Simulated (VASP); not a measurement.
A run of VASP 6.6.1 is set up as follows.

INCAR

```
PREC = Accurate
ENCUT = 520
EDIFF = 1E-6
ISMEAR = -1
SIGMA = 0.1
LREAL = F
LASPH = T
NELM = 60
ALGO = Normal
ISIF = 2
LWAVE = F
LCHARG = T
GGA = PS
LELF = T
LVHAR = T
NBANDS = 18
```

Contents of KPOINTS:

```
Automatic mesh
0
Gamma
  11 11 11
```

Contents of POSCAR:

```
ZrCu
1.0
    3.2526600000      0.0000000000      0.0000000000
    0.0000000000      3.2526600000      0.0000000000
    0.0000000000      0.0000000000      3.2201334000
Zr Cu
1 1
Direct
    0.5000000000      0.5000000000      0.5000000000
    0.0000000000      0.0000000000      0.0000000000
```

Potentials or basis: VASP PAW PBE potentials, release 64 (Zr_sv, Cu).

The run is started by

```console
$ cat potpaw_PBE.64/Zr_sv/POTCAR potpaw_PBE.64/Cu/POTCAR > POTCAR
$ mpirun -np 1 vasp_std > vasp.out
```

Q: What does it give for the pressure?

A: -1.4 GPa.

Stress tensor (GPa, compression positive):
```
-1.47  0.00  0.00
 0.00 -1.47  0.00
 0.00  0.00 -1.21
```

Caveat: the PAW data sets were made with another functional, which shifts forces and pressure a little.
